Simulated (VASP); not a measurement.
A run of VASP 6.6.1:

The input INCAR:

```
SYSTEM = Mo6S
PREC = Accurate
ENCUT = 520
EDIFF = 1E-7
ISMEAR = 0
SIGMA = 0.1
LREAL = .False.
LASPH = .True.
NELM = 100
ALGO = Normal
ISIF = 2
LWAVE = .False.
LCHARG = .False.
LDIPOL = .True.
IDIPOL = 3
DIPOL = 0.5 0.5 0.338
GGA = PE
NBANDS = 54
```

KPOINTS

```
regular mesh
0
Gamma
  6 6 1
  0 0 0
```

File POSCAR:

```
Mo6S
1.0
    4.4695765303      0.0000000000      0.0000000000
   -2.2347882651      3.8707668194      0.0000000000
    0.0000000000      0.0000000000     19.7595667358
Mo S
6 1
Direct
    0.6666666667      0.3333333334      0.2024335884
    0.3333333333      0.6666666666      0.2486060831
    0.0000000000      0.0000000000      0.2947785777
    0.6666666667      0.3333333334      0.3368821122
    0.3333333333      0.6666666666      0.3779725574
    0.0000000000      0.0000000000      0.4180034333
    0.4444444444      0.2222222222      0.4864621037
```

Potentials or basis: VASP PAW PBE potentials, release 64 (Mo_sv, S).

Run with:

```bash
$ cat potpaw_PBE.64/Mo_sv/POTCAR potpaw_PBE.64/S/POTCAR > POTCAR
$ mpirun -np 1 vasp_std > vasp.out
```

Hardware: 1 thread of Intel Xeon 6975P-C (shared host).

Problem. Estimate the wall time of this run.

Solution. Wall time 11 min on 1 thread of Intel Xeon 6975P-C (shared host), peak memory 0.57 GiB. Counts: scf iterations 33, k points 13.
